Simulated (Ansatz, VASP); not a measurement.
**Co: VASP beside Ansatz**

Contents of POSCAR:

```
Co
1.0
    2.4705617809      0.0000000000      0.0000000000
   -1.2352808905      2.1395692639      0.0000000000
    0.0000000000      0.0000000000      8.0882338000
Co
4
Direct
    0.0000000000      0.0000000000      0.0000000000
    0.3333333300      0.6666666700      0.2500000000
    0.0000000000      0.0000000000      0.5000000000
    0.6666666700      0.3333333300      0.7500000000
```

File INCAR.step1:

```
SYSTEM = Co
PREC     = Accurate       ! precision mode
ENCUT    = 520            ! plane-wave cutoff, eV
ISMEAR   = 0              ! smearing method
SIGMA    = 0.1            ! smearing width, eV
LREAL    = .False.        ! projectors in reciprocal space
LASPH    = .True.         ! aspherical terms in the spheres
NELM     = 150            ! most SCF steps
ISPIN    = 2              ! spin polarisation
MAGMOM   = 3 3 3 3        ! initial moments
LMAXMIX  = 4              ! l up to which the mixer works
NBANDS   = 30             ! bands
GGA      = PE             ! functional
ALGO     = Normal         ! electronic algorithm
EDIFF    = 1E-4           ! SCF threshold, eV
LWAVE    = .True.         ! write WAVECAR
LCHARG   = .False.        ! write CHGCAR
```

INCAR.step2

```
SYSTEM = Co
PREC     = Accurate       ! precision mode
ENCUT    = 520            ! plane-wave cutoff, eV
EDIFF    = 1E-7           ! SCF threshold, eV
ISMEAR   = 0              ! smearing method
SIGMA    = 0.1            ! smearing width, eV
LREAL    = .False.        ! projectors in reciprocal space
LASPH    = .True.         ! aspherical terms in the spheres
NELM     = 150            ! most SCF steps
ALGO     = Normal         ! electronic algorithm
ISIF     = 2              ! what is computed and relaxed
LWAVE    = .False.        ! write WAVECAR
LCHARG   = .False.        ! write CHGCAR
ISPIN    = 2              ! spin polarisation
MAGMOM   = 3 3 3 3        ! initial moments
LORBIT   = 11             ! projections on sites
LMAXMIX  = 4              ! l up to which the mixer works
METAGGA  = R2SCAN         ! meta-GGA
LMIXTAU  = .True.       
NBANDS   = 30             ! bands
ISTART   = 1
```

File KPOINTS:

```
regular mesh
0
Gamma
  9 9 2
  0 0 0
```

Input for Ansatz:

```yaml
crystal:
  lattice:
    - [2.4705617809, 0.0, 0.0]
    - [-1.2352808905, 2.1395692639, 0.0]
    - [0.0, 0.0, 8.0882338]
  atoms:
    - { symbol: Co, position: [0.0, 0.0, 0.0], spin: 3.0 }
    - { symbol: Co, position: [0.33333333, 0.66666667, 0.25], spin: 3.0 }
    - { symbol: Co, position: [0.0, 0.0, 0.5], spin: 3.0 }
    - { symbol: Co, position: [0.66666667, 0.33333333, 0.75], spin: 3.0 }
basis:
  ecutwfc: 500
kpoints:
  mp_grid: { grid: [9, 9, 2] }
hamiltonian:
  xc: r2scan
scf:
  occupations: { method: gaussian, width: 0.1 }
  lower_state_search: "off"
output:
  forces: true
  stress: true
  eigenvalues: true
  populations: true
magnetization:
  spin_polarized: true
```

Alike in both runs: task single point; functional r2SCAN; k mesh 9 × 9 × 2; occupations gaussian, width 0.1 eV; collinear spin.

```csv
,VASP,Ansatz
version,VASP 6.6.1,Ansatz 0.2.0
potentials or method,"VASP PAW PBE potentials, release 64 (Co), cutoff 520 eV","scalar-relativistic, plane waves, PAW"
valence electrons in the cell,36,68
```

|  | VASP | Ansatz | Ansatz less VASP |
| --- | --- | --- | --- |
| gap on the k mesh at the Fermi level (eV) | none | none | - |
| pressure (GPa) | 1.0 | 1.0 | +0.07 |
| traceless stress, the component that is largest in VASP (GPa) | -1.28 | -1.36 | -0.079 |
| net moment per atom (μB) | 1.82 | 1.83 | +0.011 |
| size of the moment on the site where the two differ most (μB) | 1.89 | 1.96 | +0.077 |

VASP's potentials were made for PBE, not for r2SCAN. Site moments also hang on the region over which each program counts them. A gap of «none» marks a metal or a gap that the smearing closes. The functional is the same, so the differences come from potentials, cutoffs and numerics. VASP's potentials hold 36 valence electrons a cell and Ansatz's 68, so a difference there can come from the potentials and not from the codes. Ansatz's warnings: stability check not made.

The k mesh is coarse, so the values compare programs but aren't converged.
